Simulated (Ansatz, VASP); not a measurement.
## W in VASP and in Ansatz

File INCAR:

```
PREC     = Accurate       # precision mode
ENCUT    = 600            # plane-wave cutoff, eV
EDIFF    = 1E-6           # SCF threshold, eV
ISMEAR   = -1             # smearing method
SIGMA    = 0.1            # smearing width, eV
LREAL    = F              # projectors in reciprocal space
LASPH    = T              # aspherical terms in the spheres
NELM     = 80             # most SCF steps
ALGO     = Normal         # electronic algorithm
ISIF     = 3              # what is computed and relaxed
LWAVE    = F              # write WAVECAR
LCHARG   = F              # write CHGCAR
GGA      = PE             # functional
IBRION   = 2              # ionic algorithm
NSW      = 80             # ionic steps
EDIFFG   = -0.01          # ionic threshold
```

KPOINTS

```
Automatic mesh
0
Gamma
  12 12 12
```

The input POSCAR:

```
W
1.0
    2.5770789429      0.0000000000      0.0000000000
    0.0000000000      2.5770789429      0.0000000000
    0.0000000000      0.0000000000      2.5770789429
W
1
Direct
    0.0000000000      0.0000000000      0.0000000000
```

Input for Ansatz:

```yaml
crystal:
  lattice:
    - [2.5770789429, 0.0, 0.0]
    - [0.0, 2.5770789429, 0.0]
    - [0.0, 0.0, 2.5770789429]
  atoms:
    - { symbol: W, position: [0.0, 0.0, 0.0] }
hamiltonian:
  xc: pbe
  pseudopotentials:
    kind: paw
    azcp:
      W: "pseudopotentials/W.paw.azcp"
basis:
  ecutwfc: 420
  fft_grid_basis: typed
kpoints:
  mp_grid: { grid: [12, 12, 12], shift: [0, 0, 0] }
magnetization:
  spin_polarized: false
scf:
  occupations: { method: fermi_dirac, width: 0.1 }
relax:
  max_steps: 60
  f_tol: 0.01
  cell: {}
```

Alike in both runs: task relaxation of cell and atoms; functional PBE; k mesh 12 × 12 × 12; occupations fermi-dirac, width 0.1 eV; no spin polarisation.

|  | VASP | Ansatz |
| --- | --- | --- |
| version | VASP 6.6.1 | Ansatz 0.2.0 |
| potentials or method | VASP PAW PBE potentials, release 64 (W_sv), cutoff 600 eV | plane waves (420 eV) with PAW, scalar-relativistic |
| valence electrons in the cell | 14 | 14 |

Ansatz gave:

| Quantity | Value |
| --- | --- |
| relaxed volume (Å³/atom) | 18.35 |
| relaxed cell length with the largest relative difference (Å) | 2.638 |

Q: Estimate VASP's values.

A: Relaxed volume (Å³/atom): 18.39; relaxed cell length with the largest relative difference (Å): 2.640.

Neither program's run includes spin-orbit coupling.
